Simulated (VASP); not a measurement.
Here is a VASP 6.6.1 calculation.

INCAR

```
SYSTEM = S
ALGO = Normal ; EDIFF = 1E-6
ENCUT = 520 ; GGA = PS
ISIF = 2 ; ISMEAR = -1
LASPH = .True. ; LCHARG = .False.
LREAL = .False. ; LWAVE = .False.
NBANDS = 9 ; NELM = 100
PREC = Accurate ; SIGMA = 0.05
```

File KPOINTS:

```
k-points
0
Gamma
  16 16 16
  0 0 0
```

File POSCAR:

```
S
1.0
    2.4516505020      0.0000000000      0.0000000000
    0.0000000000      2.4516505020      0.0000000000
    0.0000000000      0.0000000000      2.4516505020
S
1
Direct
    0.0000000000      0.0000000000      0.0000000000
```

Potentials or basis: VASP PAW PBE potentials, release 64 (S).

Run with:

```console
$ cat potpaw_PBE.64/S/POTCAR > POTCAR
$ mpirun -np 1 vasp_std > vasp.out
```

Question: Predict the band gap on the k mesh.

Answer: Zero (bands 3 and 4 overlap by 8.23 eV).

Question: What does it give for the pressure?

Answer: 12.7 GPa.

Caveat: the cell stands under pressure; the PAW data sets were made with another functional, which shifts forces and pressure a little.
